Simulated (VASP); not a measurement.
Here is a VASP 6.6.1 calculation.

File INCAR:

```
SYSTEM = AlN
PREC     = Accurate       ! precision mode
ENCUT    = 520            ! plane-wave cutoff, eV
EDIFF    = 1E-6           ! SCF threshold, eV
ISMEAR   = -1             ! smearing method
SIGMA    = 0.05           ! smearing width, eV
LREAL    = Auto         
LASPH    = .True.         ! aspherical terms in the spheres
NELM     = 60             ! most SCF steps
ALGO     = Normal         ! electronic algorithm
ISIF     = 2              ! what is computed and relaxed
LWAVE    = .False.        ! write WAVECAR
LCHARG   = .False.        ! write CHGCAR
GGA      = PS             ! functional
NBANDS   = 166            ! bands
ISYM     = 0
```

File KPOINTS:

```
Automatic mesh
0
Gamma
  1 1 1
  0.25 0.25 0.25
```

Contents of POSCAR:

```
AlN
1.0
    8.7554440000      0.0000000000      0.0000000000
    0.0000000000      8.7554440000      0.0000000000
    0.0000000000      0.0000000000      8.7554440000
Al N
32 32
Direct
    0.0000000000      0.0000000000      0.0000000000
    0.0000000000      0.0000000000      0.5000000000
    0.0000000000      0.5000000000      0.0000000000
    0.0000000000      0.5000000000      0.5000000000
    0.5000000000      0.0000000000      0.0000000000
    0.5000000000      0.0000000000      0.5000000000
    0.5000000000      0.5000000000      0.0000000000
    0.5000000000      0.5000000000      0.5000000000
    0.2500000000      0.2500000000      0.0000000000
    0.2500000000      0.2500000000      0.5000000000
    0.2500000000      0.7500000000      0.0000000000
    0.2500000000      0.7500000000      0.5000000000
    0.7500000000      0.2500000000      0.0000000000
    0.7500000000      0.2500000000      0.5000000000
    0.7500000000      0.7500000000      0.0000000000
    0.7500000000      0.7500000000      0.5000000000
    0.2500000000      0.0000000000      0.2500000000
    0.2500000000      0.0000000000      0.7500000000
    0.2500000000      0.5000000000      0.2500000000
    0.2500000000      0.5000000000      0.7500000000
    0.7500000000      0.0000000000      0.2500000000
    0.7500000000      0.0000000000      0.7500000000
    0.7500000000      0.5000000000      0.2500000000
    0.7500000000      0.5000000000      0.7500000000
    0.0000000000      0.2500000000      0.2500000000
    0.0000000000      0.2500000000      0.7500000000
    0.0000000000      0.7500000000      0.2500000000
    0.0000000000      0.7500000000      0.7500000000
    0.5000000000      0.2500000000      0.2500000000
    0.5000000000      0.2500000000      0.7500000000
    0.5000000000      0.7500000000      0.2500000000
    0.5000000000      0.7500000000      0.7500000000
    0.1250000000      0.1250000000      0.1250000000
    0.1250000000      0.1250000000      0.6250000000
    0.1250000000      0.6250000000      0.1250000000
    0.1250000000      0.6250000000      0.6250000000
    0.6250000000      0.1250000000      0.1250000000
    0.6250000000      0.1250000000      0.6250000000
    0.6250000000      0.6250000000      0.1250000000
    0.6250000000      0.6250000000      0.6250000000
    0.3750000000      0.3750000000      0.1250000000
    0.3750000000      0.3750000000      0.6250000000
    0.3750000000      0.8750000000      0.1250000000
    0.3750000000      0.8750000000      0.6250000000
    0.8750000000      0.3750000000      0.1250000000
    0.8750000000      0.3750000000      0.6250000000
    0.8750000000      0.8750000000      0.1250000000
    0.8750000000      0.8750000000      0.6250000000
    0.3750000000      0.1250000000      0.3750000000
    0.3750000000      0.1250000000      0.8750000000
    0.3750000000      0.6250000000      0.3750000000
    0.3750000000      0.6250000000      0.8750000000
    0.8750000000      0.1250000000      0.3750000000
    0.8750000000      0.1250000000      0.8750000000
    0.8750000000      0.6250000000      0.3750000000
    0.8750000000      0.6250000000      0.8750000000
    0.1250000000      0.3750000000      0.3750000000
    0.1250000000      0.3750000000      0.8750000000
    0.1250000000      0.8750000000      0.3750000000
    0.1250000000      0.8750000000      0.8750000000
    0.6250000000      0.3750000000      0.3750000000
    0.6250000000      0.3750000000      0.8750000000
    0.6250000000      0.8750000000      0.3750000000
    0.6250000000      0.8750000000      0.8750000000
```

Potentials or basis: VASP PAW PBE potentials, release 64 (Al, N).

The run is started by

```console
$ cat potpaw_PBE.64/Al/POTCAR potpaw_PBE.64/N/POTCAR > POTCAR
$ mpirun -np 1 vasp_std > vasp.out
```

Q: Estimate the pressure.

A: 0.0 GPa.

Q: Estimate the band gap on the k mesh.

A: 4.11 eV.

Caveat: the PAW data sets were made with another functional, which shifts forces and pressure a little; a shifted mesh leaves out Γ, where band edges can lie. A k mesh can miss the band edges.
